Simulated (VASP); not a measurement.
# Sb (I4/mmm) in VASP: settings compared

Sb is run at these levels: BLYP, RPBE, revPBE; tasks: single point, relaxation of cell and atoms.

All numbers are computed with VASP 6.6.1; they aren't measurements. Logs are shortened: lines on timing, memory, paths and dates and some standing lists are left out, and cuts for length are marked.

### 1 The cell of the first run

Symmetry: I4/mmm, No. 139, tetragonal system. The conventional cell has a = 3.153 Å, b = 3.153 Å, c = 6.499 Å, α = 90.00°, β = 90.00°, γ = 90.00°. Sb (site symmetry 4/mmm) has 12 Sb at 3.15 to 3.94 Å within 4.1 Å.

### 2 Single point, BLYP

File INCAR:

```
SYSTEM = Sb
  PREC = Accurate
  ENCUT = 520
  EDIFF = 1E-7
  ISMEAR = -1
  SIGMA = 0.05
  LREAL = .FALSE.
  LASPH = .TRUE.
  NELM = 100
  ALGO = Normal
  ISIF = 2
  LWAVE = .FALSE.
  LCHARG = .FALSE.
  GGA = B5
  ALDAX = 1.0
  AGGAX = 1.0
  AGGAC = 1.0
  ALDAC = 0.0
  NBANDS = 8
```

File KPOINTS:

```
regular mesh
0
G
  12 12 12
  0 0 0
```

File POSCAR:

```
Sb
1.0
   -1.5762546837      1.5762546837      3.2495936750
    1.5762546837     -1.5762546837      3.2495936750
    1.5762546837      1.5762546837     -3.2495936750
Sb
1
Direct
    0.0000000000      0.0000000000      0.0000000000
```

Potentials or basis: VASP PAW PBE potentials, release 64 (Sb).

On the command line:

```console
$ cat potpaw_PBE.64/Sb/POTCAR > POTCAR
$ mpirun -np 1 vasp_std > vasp.out
```

OUTCAR:

```text
SYSTEM = Sb
   PREC = Accurate
   ENCUT = 520
   EDIFF = 1E-7
   ISMEAR = -1
   LREAL = .FALSE.
   LASPH = .TRUE.
   NELM = 100
   ISIF = 2
   GGA = B5

 ion  position               nearest neighbor table
   1  0.000  0.000  0.000-

  LATTYP: Found a body centered tetragonal cell.
 ALAT       =     3.1525093674
 C/A-ratio  =     2.0615917647

  Lattice vectors:

 A1 = (  -1.5762546837,   1.5762546837,   3.2495936750)
 A2 = (   1.5762546837,  -1.5762546837,   3.2495936750)
 A3 = (   1.5762546837,   1.5762546837,  -3.2495936750)

Analysis of symmetry for initial positions (statically):
=====================================================================
 Subroutine PRICEL returns:
 Original cell was already a primitive cell.

 Routine SETGRP: Setting up the symmetry group for a
 body centered tetragonal supercell.

 Subroutine GETGRP returns: Found 16 space group operations
 (whereof 16 operations were pure point group operations)
 out of a pool of 16 trial point group operations.

The static configuration has the point symmetry D_4h.

Analysis of symmetry for dynamics (positions and initial velocities):
=====================================================================
 Subroutine PRICEL returns:
 Original cell was already a primitive cell.

 Routine SETGRP: Setting up the symmetry group for a
 body centered tetragonal supercell.

 Subroutine GETGRP returns: Found 16 space group operations
 (whereof 16 operations were pure point group operations)
 out of a pool of 16 trial point group operations.

The dynamic configuration has the point symmetry D_4h.

 Subroutine INISYM returns: Found 16 space group operations
 (whereof 16 operations are pure point group operations),
 and found     1 'primitive' translations

----------------------------------------------------------------------------------------

                                     Primitive cell

  volume of cell :      32.2955

  direct lattice vectors                    reciprocal lattice vectors
    -1.576254684  1.576254684  3.249593675     0.000000000  0.317207622  0.153865391
     1.576254684 -1.576254684  3.249593675     0.317207622  0.000000000  0.153865391
     1.576254684  1.576254684 -3.249593675     0.317207622  0.317207622  0.000000000

  length of vectors
     3.940687340  3.940687340  3.940687340     0.352555292  0.352555292  0.448599321

  position of ions in fractional coordinates (direct lattice)
     0.000000000  0.000000000  0.000000000

  ion indices of the primitive-cell ions
   primitive index   ion index
                 1           1

----------------------------------------------------------------------------------------

 KPOINTS: regular mesh

Automatic generation of k-mesh.
 Grid dimensions read from file:
 generate k-points for:   12   12   12

 Generating k-lattice:

  Cartesian coordinates                     Fractional coordinates (reciprocal lattice)
     0.000000000  0.026433969  0.012822116     0.083333333 -0.000000000  0.000000000
     0.026433969  0.000000000  0.012822116    -0.000000000  0.083333333  0.000000000
     0.026433969  0.026433969  0.000000000     0.000000000  0.000000000  0.083333333

  Length of vectors
     0.029379608  0.029379608  0.037383277

  Shift w.r.t. Gamma in fractional coordinates (k-lattice)
     0.000000000  0.000000000  0.000000000

 Subroutine IBZKPT returns following result:
 ===========================================

 Found    163 irreducible k-points:

 Following reciprocal coordinates:
            Coordinates               Weight
  0.000000  0.000000  0.000000      1.000000
  0.083333  0.000000 -0.000000      8.000000
  0.166667  0.000000 -0.000000      8.000000
  0.250000 -0.000000  0.000000      8.000000
  0.333333  0.000000  0.000000      8.000000
  0.416667  0.000000 -0.000000      8.000000
[... 16 lines left out ...]
  0.500000  0.166667  0.000000     16.000000
 -0.416667  0.166667  0.000000     16.000000
 [... further k-points ...]
   k-points           NKPTS =    163   k-points in BZ     NKDIM =    163   number of bands    NBANDS=      8
   number of dos      NEDOS =    301   number of ions     NIONS =      1
   total plane-waves  NPLWV =  27000
   dimension x,y,z NGX =    30 NGY =   30 NGZ =   30
   dimension x,y,z NGXF=    60 NGYF=   60 NGZF=   60
   ions per type =               1
   NGX,Y,Z   is equivalent  to a cutoff of  12.66, 12.66, 12.66 a.u.
   NGXF,Y,Z  is equivalent  to a cutoff of  25.31, 25.31, 25.31 a.u.
 SYSTEM =  Sb
   PREC   = accura    normal or accurate (medium, high low for compatibility)
   ISTART =      0    job   : 0-new  1-cont  2-samecut
   ICHARG =      2    charge: 1-file 2-atom 10-const
   ISPIN  =      1    spin polarized calculation?
   LNONCOLLINEAR =      F non collinear calculations
   LSORBIT =      F    spin-orbit coupling
   LASPH  =      T    aspherical Exc in radial PAW
   ENCUT  =  520.0 eV  38.22 Ry    6.18 a.u.   7.33  7.33  7.33*2*pi/ulx,y,z
   NELM   =    100;   NELMIN=  2; NELMDL= -5     # of ELM steps
   EDIFF  = 0.1E-06   stopping-criterion for ELM
   LREAL  =      F    real-space projection
   EDIFFG = 0.1E-05   stopping-criterion for IOM
   NSW    =      0    number of steps for IOM
   IBRION =     -1    ionic relax: 0-MD 1-quasi-New 2-CG
   NFREE  =      0    steps in history (QN), initial steepest desc. (CG)
   ISIF   =      2    stress and relaxation
   ISYM   =      2    0-nonsym 1-usesym 2-fastsym
   POTIM  = 0.5000    time-step for ionic-motion
   TEBEG  =    0.0;   TEEND  =   0.0 temperature during run
   PSTRESS=    0.0 pullay stress
   NELECT =       5.0000    total number of electrons
   NUPDOWN=      -1.0000    fix difference up-down
   EMIN   =  10.00;   EMAX   =-10.00  energy-range for DOS
   EFERMI =   0.00;   METHOD = LEGACY
   ISMEAR =    -1;   SIGMA  =   0.05  broadening in eV -4-tet -1-fermi 0-gaus
   EFERMI_NEDOS =   21; number of points for ismear=-14 and -15
   IALGO  =     38    algorithm
   IMIX   =      4    mixing-type and parameters
     AMIX     =   0.40;   BMIX     =  1.00
     AMIX_MAG =   1.60;   BMIX_MAG =  1.00
  volume/ion in A,a.u.               =      32.30       217.94
  Fermi-wavevector in a.u.,A,eV,Ry     =   0.879058  1.661179 10.513808  0.772743
  Thomas-Fermi vector in A             =   1.999230
   LORBIT       =      0    0 simple, 1 ext, 2 COOP (PROOUT), +10 PAW based schemes
   GGA     = B5    functional components
   LHFCALC =     F    Hartree Fock is set to
   AEXX    =    0.0000 exact exchange contribution
   IVDW    =     0    specifies the selected vdW correction
   LEPSILON=     F    determine dielectric tensor
   LRPA    =     F    only Hartree local field effects (RPA)
 non-spin polarized calculation
  energy-cutoff  :      520.00
  volume of cell :       32.30
 maximum number of plane-waves:       884
 NGX is ok and might be reduce to    30
   NGX = 15   NGY = 15   NGZ = 15

 number of electron       5.0000000 magnetization

 Free energy of the ion-electron system (eV)
  ---------------------------------------------------
  ext. energy  EPLUGINS =         0.00000000
  ---------------------------------------------------
  free energy    TOTEN  =        -2.99840260 eV

  energy without entropy =       -2.99275543  energy(sigma->0) =       -2.99557902

 E-fermi :   6.7650     XC(G=0):  -8.7338

 val. band max:        6.7479676195   @ k =  -0.0833  -0.3333   0.0833
 cond. band min:       6.7709006237   @ k =  -0.2500   0.2500   0.1667
 fundamental gap:      0.0229330042
 Fermi energy:         6.7649941771

 k-point     1 :       0.0000    0.0000    0.0000
  band No.  band energies     occupation
      1      -5.0493      2.00000
      2       8.3858      0.00000
      3      11.3620      0.00000
      4      11.3620      0.00000
      5      13.5265      0.00000
      6      15.5255      0.00000
      7      17.8129      0.00000
      8      18.2927      0.00000

 k-point     2 :       0.0833    0.0000   -0.0000
  band No.  band energies     occupation
      1      -4.9304      2.00000
      2       8.2023      0.00000
      3      10.3404      0.00000
      4      11.4150      0.00000
      5      13.8128      0.00000
      6      15.9864      0.00000
      7      16.4952      0.00000
      8      18.2230      0.00000

 k-point     3 :       0.1667    0.0000   -0.0000
  band No.  band energies     occupation
      1      -4.5771      2.00000
      2       7.6285      0.00000
      3       8.5531      0.00000
      4      11.5691      0.00000
      5      13.9988      0.00000
      6      15.6454      0.00000
      7      16.3830      0.00000
      8      18.8693      0.00000

 k-point     4 :       0.2500   -0.0000    0.0000
  band No.  band energies     occupation
      1      -4.0046      2.00000
      2       6.0238      2.00000
      3       7.6715      0.00000
      4      11.8055      0.00000
      5      13.1315      0.00000
      6      16.2944      0.00000
      7      16.9471      0.00000
      8      19.4680      0.00000

 k-point     5 :       0.3333    0.0000    0.0000
  band No.  band energies     occupation
      1      -3.2560      2.00000
      2       4.1683      2.00000
      3       7.2954      0.00005
      4      12.0815      0.00000
      5      12.2959      0.00000
      6      16.7275      0.00000
      7      18.3650      0.00000
      8      19.3683      0.00000

 k-point     6 :       0.4167    0.0000   -0.0000
  band No.  band energies     occupation
      1      -2.4684      2.00000
      2       2.6723      2.00000
      3       7.0806      0.00362
      4      11.7688      0.00000
      5      12.3187      0.00000
      6      17.1829      0.00000
      7      18.7587      0.00000
      8      18.9943      0.00000

 k-point     7 :       0.5000   -0.0000    0.0000
  band No.  band energies     occupation
      1      -2.0618      2.00000
      2       2.0246      2.00000
      3       7.0095      0.01493
      4      11.5902      0.00000
      5      12.4154      0.00000
      6      17.5234      0.00000
      7      18.5159      0.00000
      8      18.5444      0.00000

 k-point     8 :       0.0833    0.0833   -0.0000
  band No.  band energies     occupation
      1      -4.7739      2.00000
      2       7.7142      0.00000
      3      10.1996      0.00000
      4      10.4850      0.00000
      5      14.3188      0.00000
      6      16.4463      0.00000
      7      16.8875      0.00000
      8      16.9905      0.00000

 k-point     9 :       0.1667    0.0833    0.0000
  band No.  band energies     occupation
      1      -4.3857      2.00000
      2       7.0730      0.00421
      3       8.4516      0.00000
      4      10.4728      0.00000
      5      14.3557      0.00000
      6      16.2290      0.00000
      7      17.1864      0.00000
      8      17.8044      0.00000

 k-point    10 :       0.2500    0.0833    0.0000
  band No.  band energies     occupation
      1      -3.7841      2.00000
      2       5.7737      2.00000
      3       7.2843      0.00006
      4      10.6776      0.00000
      5      13.4898      0.00000
      6      16.8049      0.00000
      7      17.8340      0.00000
      8      18.5298      0.00000
[... 78 lines left out ...]
 k-point    18 :      -0.0833    0.0833    0.0000
  band No.  band energies     occupation
      1      -4.8495      2.00000
      2       8.4342      0.00000
      3      10.3372      0.00000
      4      10.5767      0.00000
      5      13.7059      0.00000
      6      16.4160      0.00000
      7      16.5583      0.00000
      8      16.7763      0.00000

 k-point    19 :       0.1667    0.1667   -0.0000
  band No.  band energies     occupation
      1      -3.9670      2.00000
      2       6.5468      1.97489
      3       8.1504      0.00000
      4       8.8491      0.00000
      5      14.7283      0.00000
      6      15.9274      0.00000
      7      18.0088      0.00000
      8      18.6978      0.00000

 k-point    20 :       0.2500    0.1667   -0.0000
  band No.  band energies     occupation
      1      -3.3434      2.00000
      2       5.6678      2.00000
      3       6.9200      0.08624
      4       8.7613      0.00000
      5      14.1468      0.00000
      6      16.3359      0.00000
      7      17.4727      0.00000
      8      19.3564      0.00000

 k-point    21 :       0.3333    0.1667   -0.0000
  band No.  band energies     occupation
      1      -2.5762      2.00000
      2       4.0979      2.00000
      3       6.5821      1.94973
      4       9.0238      0.00000
      5      13.3518      0.00000
      6      15.9783      0.00000
      7      17.9151      0.00000
      8      19.7586      0.00000

 k-point    22 :       0.4167    0.1667   -0.0000
  band No.  band energies     occupation
      1      -1.8585      2.00000
      2       2.8102      2.00000
      3       6.6467      1.82846
      4       9.3616      0.00000
      5      12.7667      0.00000
      6      15.2112      0.00000
      7      19.0156      0.00000
      8      19.7837      0.00000

 k-point    23 :       0.5000    0.1667    0.0000
  band No.  band energies     occupation
      1      -1.6868      2.00000
      2       2.5060      2.00000
      3       6.9339      0.06592
      4       9.6311      0.00000
      5      12.4749      0.00000
      6      14.8280      0.00000
      7      18.1944      0.00000
      8      20.2472      0.00000

 k-point    24 :      -0.4167    0.1667    0.0000
  band No.  band energies     occupation
      1      -2.2608      2.00000
      2       3.4107      2.00000
      3       7.3777      0.00001
      4       9.6938      0.00000
      5      12.5107      0.00000
      6      14.9958      0.00000
      7      16.7760      0.00000
      8      19.2326      0.00000

 [... further k-points ...]
[... 5 lines left out ...]
  --------------------------------------------------------------------------------------
  -------------------------------------------------------------------------------------
  Total        0.0361364      0.0361364      0.0166296      0.0000000      0.0000000      0.0000000
  in kB        1.7927240      1.7927240      0.8249954      0.0000000      0.0000000      0.0000000
  external PRESSURE =       1.4701478 kB  Pullay stress =       0.0000000 kB

 VOLUME and BASIS-vectors are now :
 -----------------------------------------------------------------------------
  energy-cutoff  :      520.00
  volume of cell :       32.30
      direct lattice vectors                 reciprocal lattice vectors
    -1.576254684  1.576254684  3.249593675     0.000000000  0.317207622  0.153865391
     1.576254684 -1.576254684  3.249593675     0.317207622  0.000000000  0.153865391
     1.576254684  1.576254684 -3.249593675     0.317207622  0.317207622  0.000000000

 POSITION                                       TOTAL-FORCE (eV/Angst)
 -----------------------------------------------------------------------------------
      0.00000      0.00000      0.00000         0.000000     -0.000000     -0.000000
 -----------------------------------------------------------------------------------
    total drift:                                0.000000     -0.000000     -0.000000

  FREE ENERGIE OF THE ION-ELECTRON SYSTEM (eV)
  ---------------------------------------------------
  free  energy   TOTEN  =        -2.9984026041 eV

  energy  without entropy=       -2.9927554321  energy(sigma->0) =       -2.99557902
```

Run time: 44 s. Hardware: 1 thread of Intel Xeon 6975P-C, shared host; peak memory 0.19 GiB.

What came out:

```
Free energy : -2.9984 eV
Pressure    : 0.1 GPa
```

Stress tensor (GPa, compression positive):
```
0.18 0.00 0.00
0.00 0.18 0.00
0.00 0.00 0.08
```

Caveat: the PAW data sets were made with another functional, which shifts forces and pressure a little; spin-orbit coupling is left out, which moves the levels of the heavy elements.

(Part 1 of 2 ends here.)
